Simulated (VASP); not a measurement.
Wanted: the native input for a VASP 6.6.1 run.

| Quantity | Value |
| --- | --- |
| Task | single point |
| Functional | PBE |
| Potentials or basis | VASP PAW PBE potentials, release 64 (Lu, Ge_d, O) |
| Cutoff | 600 eV |
| k mesh | 8 × 8 × 8, shifted |
| Occupations | gaussian, width 0.1 eV |
| Spin | no spin polarisation |
| Dipole correction | no |
| Further INCAR settings | ALGO = Normal; EDIFF = 1e-06; NBANDS = 44 |

The structure of LuGe3O lies in POSCAR:

```
LuGe3O
1.0
    4.4437078526      0.0000000000      0.0000000000
    0.0000000000      4.4437078526      0.0000000000
    0.0000000000      0.0000000000      4.4437078526
Lu Ge O
1 3 1
Direct
    0.0000000000      0.0000000000      0.0000000000
    0.0000000000      0.5000000000      0.5000000000
    0.5000000000      0.0000000000      0.5000000000
    0.5000000000      0.5000000000      0.0000000000
    0.5000000000      0.5000000000      0.5000000000
```

These files were run (other wordings do the same):

INCAR

```
PREC = Accurate ; ENCUT = 600
EDIFF = 1E-6 ; ISMEAR = 0
SIGMA = 0.1 ; LREAL = F
LASPH = T ; NELM = 120
ALGO = Normal ; ISIF = 2
LWAVE = F ; LCHARG = F
GGA = PE ; NBANDS = 44
GGA_COMPAT = F
```

KPOINTS

```
Automatic mesh
0
Gamma
  8 8 8
  0.5 0.5 0.5
```

Potentials or basis: VASP PAW PBE potentials, release 64 (Lu, Ge_d, O).

Command:

```console
$ cat potpaw_PBE.64/Lu/POTCAR potpaw_PBE.64/Ge_d/POTCAR potpaw_PBE.64/O/POTCAR > POTCAR
$ mpirun -np 1 vasp_std > vasp.out
```

It gave:

* Pressure: 0.0 GPa
* Band gap on the k mesh: zero (an odd number of electrons rules out a gap without spin polarisation)

Caveat: spin-orbit coupling is left out, which moves the levels of the heavy elements; an odd number of electrons without spin polarisation forces a metal; a magnetic or distorted state may lie lower.

Run time: 3.6 min on 1 thread of Intel Xeon 8259CL, with other jobs on the host, peak memory 0.23 GiB.
